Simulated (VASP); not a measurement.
# InSb5: single point with PBE

Crystal: InSb5.

```
CELL_PARAMETERS angstrom
5.08935 0.00000 0.00000
-2.54467 4.40751 0.00000
0.00000 0.00000 9.67441
ATOMIC_POSITIONS crystal
In 0.00000 0.00000 0.00000
Sb 0.50000 0.00000 0.50000
Sb 0.00000 0.50000 0.50000
Sb 0.50000 0.50000 0.50000
Sb 0.00000 0.00000 0.67959
Sb 0.00000 0.00000 0.32041
```

The cell was built from a structure type or drawn by symmetry, and may not be a known phase.

```
Program             : VASP 6.6.1
Task                : single point
Functional          : PBE
Potentials or basis : VASP PAW PBE potentials, release 64 (In_d, Sb)
Cutoff              : 520 eV
k mesh              : 6 × 6 × 2
Occupations         : gaussian, width 0.1 eV
Spin                : no spin polarisation
```

```yaml
Pressure: 22.9 GPa
Largest_force: 1.711 eV/Å
Band_gap_on_the_k_mesh: zero (bands 19 and 20 overlap by 0.70 eV)
```

Forces on the atoms (eV/Å):
```
In   0.000  0.000  0.000
Sb   0.000  0.000  0.000
Sb   0.000  0.000  0.000
Sb   0.000  0.000  0.000
Sb   0.000  0.000  1.711
Sb   0.000  0.000 -1.711
```

Stress tensor (GPa, compression positive):
```
32.24  0.00  0.00
 0.00 32.24  0.00
 0.00  0.00  4.16
```

Levels at points of the mesh, in eV from the Fermi level:
| k point | band 17 | band 18 | band 19 | band 20 | band 21 | band 22 |
| --- | --- | --- | --- | --- | --- | --- |
| (0.00, 0.00, 0.00) | -1.47 | -1.47 | -0.81 | -0.07 | -0.07 | 0.95 |
| (0.50, 0.00, 0.00) | -0.97 | -0.87 | -0.72 | -0.49 | 0.05 | 1.20 |
| (0.00, 0.00, 0.50) | -1.54 | -1.54 | -0.07 | -0.07 | 1.18 | 1.38 |
| (0.50, 0.00, 0.50) | -1.31 | -0.90 | -0.72 | -0.26 | 0.99 | 1.14 |

It took 2.3 min on 1 thread of Intel Xeon 8259CL, on a shared host, peak memory 0.36 GiB.

Caveat: the cell stands under pressure; semilocal functionals underestimate gaps, so a narrow gap can read as zero; spin-orbit coupling is left out, which moves the levels of the heavy elements; forces of over 1 eV/Å act on the atoms, so gaps and moduli don't describe the material at rest.
